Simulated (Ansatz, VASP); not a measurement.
## Two plane-wave programs on Si7Ge

INCAR

```
ALGO = Normal ; EDIFF = 1E-7
ENCUT = 520 ; GGA = PS
ISIF = 2 ; ISMEAR = 0
LASPH = True ; LCHARG = False
LREAL = False ; LWAVE = False
NBANDS = 31 ; NELM = 100
PREC = Accurate ; SIGMA = 0.03
```

The input KPOINTS:

```
k-points
0
Gamma
  6 6 6
```

POSCAR

```
Si7Ge
1.0
    5.3226973898      0.0000000000      0.0000000000
    0.0000000000      5.3226973898      0.0000000000
    0.0000000000      0.0000000000      5.1862179695
Si Ge
7 1
Direct
    0.2525976818      0.2525976818      0.2525976818
    0.0000000000      0.5000000000      0.5000000000
    0.5000000000      0.5000000000      0.0000000000
    0.5000000000      0.0000000000      0.5000000000
    0.7474023182      0.2525976818      0.7474023182
    0.7474023182      0.7474023182      0.2525976818
    0.2525976818      0.7474023182      0.7474023182
    0.0000000000      0.0000000000      0.0000000000
```

Input for Ansatz:

```yaml
crystal:
  lattice:
    - [5.3226973898, 0.0, 0.0]
    - [0.0, 5.3226973898, 0.0]
    - [0.0, 0.0, 5.1862179695]
  atoms:
    - { symbol: Si, position: [0.2525976818, 0.2525976818, 0.2525976818] }
    - { symbol: Si, position: [0.0, 0.5, 0.5] }
    - { symbol: Si, position: [0.5, 0.5, 0.0] }
    - { symbol: Si, position: [0.5, 0.0, 0.5] }
    - { symbol: Si, position: [0.7474023182, 0.2525976818, 0.7474023182] }
    - { symbol: Si, position: [0.7474023182, 0.7474023182, 0.2525976818] }
    - { symbol: Si, position: [0.2525976818, 0.7474023182, 0.7474023182] }
    - { symbol: Ge, position: [0.0, 0.0, 0.0] }
basis:
  ecutwfc: 420
kpoints:
  mp_grid: { grid: [6, 6, 6] }
hamiltonian:
  xc: pbesol
scf:
  occupations: { method: gaussian, width: 0.03 }
output:
  forces: true
  stress: true
  eigenvalues: true
```

Change from the starting cell: strain -0.025 along x and y, -0.050 along z, atoms carried along.

Alike in both runs: task single point; functional PBEsol; k mesh 6 × 6 × 6; occupations gaussian, width 0.03 eV; no spin polarisation.

```csv
,VASP,Ansatz
version,VASP 6.6.1,Ansatz 0.2.0
potentials or method,"VASP PAW PBE potentials, release 64 (Si, Ge_d), cutoff 520 eV","scalar-relativistic, plane waves, PAW"
valence electrons in the cell,42,42
```

```tsv
	VASP	Ansatz	Ansatz less VASP
gap on the k mesh at the Fermi level (eV)	0.06	0.05	-0.005
least direct gap on the mesh (eV)	0.06	0.05	-0.005
pressure (GPa)	11.5	11.4	-0.11
traceless stress, the component that is largest in VASP (GPa)	1.41	1.41	+0.001
rms of the force components (eV/Å)	0.005	0.004	-0.0015
```

VASP's potentials were made for PBE, not for PBEsol. Atom by atom the forces differ by 0.005 eV/Å (rms over components). With one functional, cell and mesh, what is left measures potentials, basis and numerics.
